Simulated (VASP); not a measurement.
# Rh (P6_3/mmc) in VASP: a series of runs

Runs on Rh. Level: PBE. Tasks: single point.

Everything below comes from runs of VASP 6.6.1. Logs are shortened: lines on timing, memory, paths and dates and some standing lists are left out, and cuts for length are marked.

## 1. The cell of the first run

Symmetry: P6_3/mmc, No. 194, hexagonal system. The conventional cell has a = 2.589 Å, b = 2.589 Å, c = 4.596 Å, α = 90.00°, β = 90.00°, γ = 120.00°. Within 3.4 Å of Rh (site symmetry -6m2) lie 12 Rh at 2.59 to 2.74 Å.

This isn't the form of Rh at room conditions, which is fcc.

## 2. Single point, PBE

INCAR reads:

```
PREC = Accurate
ENCUT = 520
EDIFF = 1E-7
ISMEAR = 0
SIGMA = 0.15
LREAL = F
LASPH = T
NELM = 60
ALGO = Fast
ISIF = 2
LWAVE = F
LCHARG = F
GGA = PE
NBANDS = 22
```

KPOINTS reads:

```
Automatic mesh
0
Gamma
  18 18 10
```

POSCAR reads:

```
Rh
1.0
    2.5886000000      0.0000000000      0.0000000000
   -1.2943000000      2.2417933602      0.0000000000
    0.0000000000      0.0000000000      4.5956000000
Rh
2
Direct
    0.6666666667      0.3333333333      0.7500000000
    0.3333333333      0.6666666667      0.2500000000
```

Potentials or basis: VASP PAW PBE potentials, release 64 (Rh_pv).

Command:

```console
$ cat potpaw_PBE.64/Rh_pv/POTCAR > POTCAR
$ mpirun -np 1 vasp_std > vasp.out
```

OUTCAR:

```text
PREC = Accurate
   ENCUT = 520
   EDIFF = 1E-7
   ISMEAR = 0
   LREAL = F
   LASPH = T
   NELM = 60
   ISIF = 2
   GGA = PE

 ion  position               nearest neighbor table
   1  0.667  0.333  0.750-   2 2.74   2 2.74   2 2.74   2 2.74   2 2.74   2 2.74
   2  0.333  0.667  0.250-   1 2.74   1 2.74   1 2.74   1 2.74   1 2.74   1 2.74

  LATTYP: Found a hexagonal cell.
 ALAT       =     2.5886000000
 C/A-ratio  =     1.7753225682

  Lattice vectors:

 A1 = (   2.5886000000,   0.0000000000,   0.0000000000)
 A2 = (  -1.2943000000,   2.2417933602,   0.0000000000)
 A3 = (   0.0000000000,   0.0000000000,   4.5956000000)

Analysis of symmetry for initial positions (statically):
=====================================================================
 Subroutine PRICEL returns:
 Original cell was already a primitive cell.

 Routine SETGRP: Setting up the symmetry group for a
 hexagonal supercell.

 Subroutine GETGRP returns: Found 24 space group operations
 (whereof 12 operations were pure point group operations)
 out of a pool of 24 trial point group operations.

The static configuration has the point symmetry D_3d.
 The point group associated with its full space group is D_6h.

Analysis of symmetry for dynamics (positions and initial velocities):
=====================================================================
 Subroutine PRICEL returns:
 Original cell was already a primitive cell.

 Routine SETGRP: Setting up the symmetry group for a
 hexagonal supercell.

 Subroutine GETGRP returns: Found 24 space group operations
 (whereof 12 operations were pure point group operations)
 out of a pool of 24 trial point group operations.

The dynamic configuration has the point symmetry D_3d.
 The point group associated with its full space group is D_6h.

 Subroutine INISYM returns: Found 24 space group operations
 (whereof 12 operations are pure point group operations),
 and found     1 'primitive' translations

----------------------------------------------------------------------------------------

                                     Primitive cell

  volume of cell :      26.6688

  direct lattice vectors                    reciprocal lattice vectors
     2.588600000  0.000000000  0.000000000     0.386309202  0.223035722  0.000000000
    -1.294300000  2.241793360  0.000000000     0.000000000  0.446071443  0.000000000
     0.000000000  0.000000000  4.595600000     0.000000000  0.000000000  0.217599443

  length of vectors
     2.588600000  2.588600000  4.595600000     0.446071443  0.446071443  0.217599443

  position of ions in fractional coordinates (direct lattice)
     0.666666667  0.333333333  0.750000000
     0.333333333  0.666666667  0.250000000

  ion indices of the primitive-cell ions
   primitive index   ion index
                 1           1
                 2           2

----------------------------------------------------------------------------------------

 KPOINTS: Automatic mesh

Automatic generation of k-mesh.
 Grid dimensions read from file:
 generate k-points for:   18   18   10

 Generating k-lattice:

  Cartesian coordinates                     Fractional coordinates (reciprocal lattice)
     0.021461622  0.012390873  0.000000000     0.055555556 -0.000000000  0.000000000
     0.000000000  0.024781747  0.000000000     0.000000000  0.055555556  0.000000000
     0.000000000  0.000000000  0.021759944     0.000000000  0.000000000  0.100000000

  Length of vectors
     0.024781747  0.024781747  0.021759944

  Shift w.r.t. Gamma in fractional coordinates (k-lattice)
     0.000000000  0.000000000  0.000000000

 Subroutine IBZKPT returns following result:
 ===========================================

 Found    222 irreducible k-points:

 Following reciprocal coordinates:
            Coordinates               Weight
  0.000000  0.000000  0.000000      1.000000
  0.055556  0.000000  0.000000      6.000000
  0.111111  0.000000  0.000000      6.000000
  0.166667  0.000000  0.000000      6.000000
  0.222222  0.000000  0.000000      6.000000
  0.277778  0.000000  0.000000      6.000000
[... 16 lines left out ...]
  0.333333  0.111111  0.000000     12.000000
  0.388889  0.111111  0.000000     12.000000
 [... further k-points ...]
   k-points           NKPTS =    222   k-points in BZ     NKDIM =    222   number of bands    NBANDS=     22
   number of dos      NEDOS =    301   number of ions     NIONS =      2
   total plane-waves  NPLWV =  14400
   dimension x,y,z NGX =    20 NGY =   20 NGZ =   36
   dimension x,y,z NGXF=    40 NGYF=   40 NGZF=   72
   ions per type =               2
   NGX,Y,Z   is equivalent  to a cutoff of  12.84, 12.84, 13.02 a.u.
   NGXF,Y,Z  is equivalent  to a cutoff of  25.69, 25.69, 26.05 a.u.
 SYSTEM =  unknown system
   PREC   = accura    normal or accurate (medium, high low for compatibility)
   ISTART =      0    job   : 0-new  1-cont  2-samecut
   ICHARG =      2    charge: 1-file 2-atom 10-const
   ISPIN  =      1    spin polarized calculation?
   LNONCOLLINEAR =      F non collinear calculations
   LSORBIT =      F    spin-orbit coupling
   LASPH  =      T    aspherical Exc in radial PAW
   ENCUT  =  520.0 eV  38.22 Ry    6.18 a.u.   4.81  4.81  8.54*2*pi/ulx,y,z
   NELM   =     60;   NELMIN=  2; NELMDL= -5     # of ELM steps
   EDIFF  = 0.1E-06   stopping-criterion for ELM
   LREAL  =      F    real-space projection
   EDIFFG = 0.1E-05   stopping-criterion for IOM
   NSW    =      0    number of steps for IOM
   IBRION =     -1    ionic relax: 0-MD 1-quasi-New 2-CG
   NFREE  =      0    steps in history (QN), initial steepest desc. (CG)
   ISIF   =      2    stress and relaxation
   ISYM   =      2    0-nonsym 1-usesym 2-fastsym
   POTIM  = 0.5000    time-step for ionic-motion
   TEBEG  =    0.0;   TEEND  =   0.0 temperature during run
   PSTRESS=    0.0 pullay stress
   NELECT =      30.0000    total number of electrons
   NUPDOWN=      -1.0000    fix difference up-down
   EMIN   =  10.00;   EMAX   =-10.00  energy-range for DOS
   EFERMI =   0.00;   METHOD = LEGACY
   ISMEAR =     0;   SIGMA  =   0.15  broadening in eV -4-tet -1-fermi 0-gaus
   EFERMI_NEDOS =   21; number of points for ismear=-14 and -15
   IALGO  =     68    algorithm
   IMIX   =      4    mixing-type and parameters
     AMIX     =   0.40;   BMIX     =  1.00
     AMIX_MAG =   1.60;   BMIX_MAG =  1.00
  volume/ion in A,a.u.               =      13.33        89.98
  Fermi-wavevector in a.u.,A,eV,Ry     =   1.702607  3.217460 39.441514  2.898870
  Thomas-Fermi vector in A             =   2.782346
   LORBIT       =      0    0 simple, 1 ext, 2 COOP (PROOUT), +10 PAW based schemes
   GGA     = PE    functional components
   LHFCALC =     F    Hartree Fock is set to
   AEXX    =    0.0000 exact exchange contribution
   IVDW    =     0    specifies the selected vdW correction
   LEPSILON=     F    determine dielectric tensor
   LRPA    =     F    only Hartree local field effects (RPA)
 non-spin polarized calculation
 RMM-DIIS sequential band-by-band and
 Gauss-broadening in eV      SIGMA  =   0.15
  energy-cutoff  :      520.00
  volume of cell :       26.67
 maximum number of plane-waves:       734
 NGX is ok and might be reduce to    20

 number of electron      30.0000009 magnetization

 Free energy of the ion-electron system (eV)
  ---------------------------------------------------
  ext. energy  EPLUGINS =         0.00000000
  ---------------------------------------------------
  free energy    TOTEN  =       -14.22230718 eV

  energy without entropy =      -14.18835476  energy(sigma->0) =      -14.20533097

 E-fermi :  12.4906     XC(G=0): -14.2199

 val. band max:       12.4857276438   @ k =   0.3333   0.1667   0.0000
 cond. band min:      12.4936444811   @ k =   0.2778   0.0556   0.5000
 fundamental gap:      0.0079168373
 Fermi energy:        12.4905651685

 k-point     1 :       0.0000    0.0000    0.0000
  band No.  band energies     occupation
      1     -34.5983      2.00000
      2     -33.9811      2.00000
      3     -33.9811      2.00000
      4     -33.9501      2.00000
      5     -33.9132      2.00000
      6     -33.9132      2.00000
[... 14 lines left out ...]
     21      29.3343      0.00000
     22      31.2463      0.00000

 k-point     2 :       0.0556    0.0000    0.0000
  band No.  band energies     occupation
      1     -34.5904      2.00000
      2     -34.0063      2.00000
      3     -33.9881      2.00000
      4     -33.9510      2.00000
      5     -33.9388      2.00000
      6     -33.9180      2.00000
[... 14 lines left out ...]
     21      29.5227      0.00000
     22      31.4250      0.00000

 k-point     3 :       0.1111    0.0000    0.0000
  band No.  band energies     occupation
      1     -34.5674      2.00000
      2     -34.0787      2.00000
      3     -34.0120      2.00000
      4     -34.0080      2.00000
      5     -33.9542      2.00000
      6     -33.9322      2.00000
[... 14 lines left out ...]
     21      30.0415      0.00000
     22      31.8102      0.00000

 k-point     4 :       0.1667    0.0000    0.0000
  band No.  band energies     occupation
      1     -34.5310      2.00000
      2     -34.1893      2.00000
      3     -34.1226      2.00000
      4     -34.0381      2.00000
      5     -33.9601      2.00000
      6     -33.9541      2.00000
[... 14 lines left out ...]
     21      30.6691      0.00000
     22      32.0494      0.00000

 k-point     5 :       0.2222    0.0000    0.0000
  band No.  band energies     occupation
      1     -34.4839      2.00000
      2     -34.3244      2.00000
      3     -34.2558      2.00000
      4     -34.0743      2.00000
      5     -33.9815      2.00000
      6     -33.9698      2.00000
[... 417 lines left out ...]
 k-point    22 :       0.2778    0.1111    0.0000
  band No.  band energies     occupation
      1     -34.5909      2.00000
      2     -34.5290      2.00000
      3     -34.3573      2.00000
      4     -34.1880      2.00000
      5     -34.0917      2.00000
      6     -34.0087      2.00000
[... 14 lines left out ...]
     21      27.3709      0.00000
     22      28.6713      0.00000

 k-point    23 :       0.3333    0.1111    0.0000
  band No.  band energies     occupation
      1     -34.6878      2.00000
      2     -34.6128      2.00000
      3     -34.3051      2.00000
      4     -34.2261      2.00000
      5     -34.1200      2.00000
      6     -34.0319      2.00000
[... 14 lines left out ...]
     21      26.4266      0.00000
     22      27.8746      0.00000

 k-point    24 :       0.3889    0.1111    0.0000
  band No.  band energies     occupation
      1     -34.7506      2.00000
      2     -34.6672      2.00000
      3     -34.2640      2.00000
      4     -34.2508      2.00000
      5     -34.1384      2.00000
      6     -34.0541      2.00000
[... 14 lines left out ...]
     21      25.7354      0.00000
     22      27.2138      0.00000

 [... further k-points ...]

------------------------ aborting loop because EDIFF is reached ----------------------------------------

  FORCE on cell =-STRESS in cart. coord.  units (eV):
  Direction    XX          YY          ZZ          XY          YZ          ZX
  --------------------------------------------------------------------------------------
  -------------------------------------------------------------------------------------
  Total        4.9585112      4.9585112     -0.3392703     -0.0000000      0.0000000      0.0000000
  in kB      297.8922014    297.8922014    -20.3823250     -0.0000000      0.0000000      0.0000000
  external PRESSURE =     191.8006926 kB  Pullay stress =       0.0000000 kB

 VOLUME and BASIS-vectors are now :
 -----------------------------------------------------------------------------
  energy-cutoff  :      520.00
  volume of cell :       26.67
      direct lattice vectors                 reciprocal lattice vectors
     2.588600000  0.000000000  0.000000000     0.386309202  0.223035722  0.000000000
    -1.294300000  2.241793360  0.000000000     0.000000000  0.446071443  0.000000000
     0.000000000  0.000000000  4.595600000     0.000000000  0.000000000  0.217599443

 POSITION                                       TOTAL-FORCE (eV/Angst)
 -----------------------------------------------------------------------------------
      1.29430      0.74726      3.44670         0.000000     -0.000000      0.000000
     -0.00000      1.49453      1.14890        -0.000000      0.000000      0.000000
 -----------------------------------------------------------------------------------
    total drift:                               -0.000000      0.000000     -0.000000

  FREE ENERGIE OF THE ION-ELECTRON SYSTEM (eV)
  ---------------------------------------------------
  free  energy   TOTEN  =       -14.2223071752 eV

  energy  without entropy=      -14.1883547581  energy(sigma->0) =      -14.20533097
```

It took 87 s on 1 thread of Intel Xeon Platinum 8488C (Sapphire Rapids), shared host; peak memory 0.22 GiB.

What came out:

```
Free energy            : -14.2223 eV
Pressure               : 19.2 GPa
Band gap on the k mesh : zero (bands 15 and 16 overlap by 2.83 eV)
```

Stress tensor (GPa, compression positive):
```
29.79  0.00  0.00
 0.00 29.79  0.00
 0.00  0.00 -2.04
```

Caveat: the cell stands under pressure.

## 3. Single point, PBE

This run uses another cell than the first one, of the same volume but with other edges.

INCAR reads:

```
SYSTEM = Rh
PREC = Accurate
ENCUT = 520
EDIFF = 1E-6
ISMEAR = 0
SIGMA = 0.15
LREAL = .False.
LASPH = .True.
NELM = 80
ALGO = Fast
ISIF = 2
LWAVE = .False.
LCHARG = .False.
GGA = PE
NBANDS = 22
```

KPOINTS reads:

```
regular mesh
0
Gamma
  18 18 10
  0 0 0
```

POSCAR reads:

```
Rh
1.0
    2.6704000000      0.0000000000      0.0000000000
   -1.3352000000      2.3126342383      0.0000000000
    0.0000000000      0.0000000000      4.3150000000
Rh
2
Direct
    0.6666666667      0.3333333333      0.7500000000
    0.3333333333      0.6666666667      0.2500000000
```

Potentials or basis: VASP PAW PBE potentials, release 64 (Rh_pv).

Command:

```console
$ cat potpaw_PBE.64/Rh_pv/POTCAR > POTCAR
$ mpirun -np 1 vasp_std > vasp.out
```

Wall time 64 s (1 thread of Intel Xeon Platinum 8488C (Sapphire Rapids), shared host); peak memory 0.22 GiB.

It converged, with:

```yaml
Free_energy: -14.3830 eV
Pressure: 16.8 GPa
Band_gap_on_the_k_mesh: zero (bands 15 and 16 overlap by 2.54 eV)
```

Stress tensor (GPa, compression positive):
```
17.04  0.00  0.00
 0.00 17.04  0.00
 0.00  0.00 16.45
```

Levels at points of the mesh, in eV from the Fermi level:
```csv
k point,band 13,band 14,band 15,band 16,band 17,band 18
"(0.00, 0.00, 0.00)",-2.64,-2.02,-2.02,0.13,0.13,0.70
"(0.50, 0.00, 0.00)",-2.27,0.45,0.67,0.77,3.13,5.32
"(0.00, 0.00, 0.50)",-3.31,-3.31,-0.46,-0.46,-0.46,-0.46
"(0.50, 0.00, 0.50)",-0.34,-0.34,0.64,0.64,2.73,2.73
```

Caveat: the cell stands under pressure.

## 4. Single point, PBE

This run uses another cell than the first one, of 13.27 Å³/atom.

INCAR reads:

```
PREC     = Accurate       # precision mode
ENCUT    = 520            # plane-wave cutoff, eV
EDIFF    = 1E-6           # SCF threshold, eV
ISMEAR   = 0              # smearing method
SIGMA    = 0.15           # smearing width, eV
LREAL    = False          # projectors in reciprocal space
LASPH    = True           # aspherical terms in the spheres
NELM     = 100            # most SCF steps
ALGO     = Fast           # electronic algorithm
ISIF     = 2              # what is computed and relaxed
LWAVE    = False          # write WAVECAR
LCHARG   = False          # write CHGCAR
GGA      = PE             # functional
NBANDS   = 22             # bands
```

KPOINTS reads:

```
regular mesh
0
Gamma
  18 18 10
```

POSCAR reads:

```
Rh
1.0
    2.6431000000      0.0000000000      0.0000000000
   -1.3215500000      2.2889917447      0.0000000000
    0.0000000000      0.0000000000      4.3851186776
Rh
2
Direct
    0.6666666667      0.3333333333      0.7500000000
    0.3333333333      0.6666666667      0.2500000000
```

Command:

```console
$ cat potpaw_PBE.64/Rh_pv/POTCAR > POTCAR
$ mpirun -np 1 vasp_std > vasp.out
```

Run time: 73 s. Hardware: 1 thread of Intel Xeon Platinum 8488C (Sapphire Rapids), shared host; peak memory 0.22 GiB.

Results (log left out):

```
Free energy            : -14.3562 eV
Pressure               : 18.5 GPa
Band gap on the k mesh : zero (bands 15 and 16 overlap by 2.66 eV)
```

Stress tensor (GPa, compression positive):
```
21.49  0.00  0.00
 0.00 21.49  0.00
 0.00  0.00 12.49
```

Levels at points of the mesh, in eV from the Fermi level:
| k point | band 11 | band 12 | band 13 | band 14 | band 15 | band 16 | band 17 | band 18 | band 19 | band 20 |
| --- | --- | --- | --- | --- | --- | --- | --- | --- | --- | --- |
| (0.00, 0.00, 0.00) | -3.19 | -2.69 | -2.69 | -1.82 | -1.82 | 0.17 | 0.17 | 0.44 | 8.64 | 16.04 |
| (0.50, 0.00, 0.00) | -2.97 | -2.45 | -2.17 | 0.60 | 0.61 | 0.89 | 3.23 | 5.45 | 10.63 | 10.89 |
| (0.00, 0.00, 0.50) | -3.26 | -3.26 | -3.26 | -3.26 | -0.44 | -0.44 | -0.44 | -0.44 | 14.78 | 14.78 |
| (0.50, 0.00, 0.50) | -1.67 | -1.67 | -0.31 | -0.31 | 0.77 | 0.77 | 2.78 | 2.78 | 9.80 | 9.80 |

Caveat: the cell stands under pressure.

## 5. Single point, PBE

This run uses another cell than the first one, of 13.42 Å³/atom.

INCAR reads:

```
PREC = Accurate
ENCUT = 520
EDIFF = 1E-6
ISMEAR = 0
SIGMA = 0.15
LREAL = F
LASPH = T
NELM = 60
ALGO = Fast
ISIF = 2
LWAVE = F
LCHARG = T
GGA = PE
LELF = T
LVHAR = T
NBANDS = 22
```

KPOINTS is that of step 4.

POSCAR reads:

```
Rh
1.0
    2.7248648783      0.0000000000      0.0000000000
   -1.3624324392      2.3598022065      0.0000000000
    0.0000000000      0.0000000000      4.1746000000
Rh
2
Direct
    0.6666666667      0.3333333333      0.7500000000
    0.3333333333      0.6666666667      0.2500000000
```

Command:

```console
$ cat potpaw_PBE.64/Rh_pv/POTCAR > POTCAR
$ mpirun -np 1 vasp_std > vasp.out
```

Wall time 79 s (1 thread of Intel Xeon Platinum 8488C (Sapphire Rapids), shared host); peak memory 0.21 GiB.

Results (log left out):

- Free energy: -14.3548 eV
- Pressure: 15.6 GPa
- Band gap on the k mesh: zero (bands 15 and 16 overlap by 2.34 eV)

Stress tensor (GPa, compression positive):
```
10.18  0.00  0.00
 0.00 10.18  0.00
 0.00  0.00 26.48
```

Levels at points of the mesh, in eV from the Fermi level:
```csv
k point,band 12,band 13,band 14,band 15,band 16,band 17,band 18,band 19
"(0.00, 0.00, 0.00)",-2.55,-2.55,-2.40,-2.40,0.11,0.11,1.28,9.66
"(0.50, 0.00, 0.00)",-2.44,-2.10,0.15,0.58,0.83,2.94,5.06,10.66
"(0.00, 0.00, 0.50)",-3.45,-3.11,-3.11,-0.44,-0.44,-0.44,-0.44,15.04
"(0.50, 0.00, 0.50)",-1.96,-0.39,-0.39,0.42,0.42,2.64,2.64,9.45
```

Caveat: the cell stands under pressure.

(Part 1 of 2 ends here.)
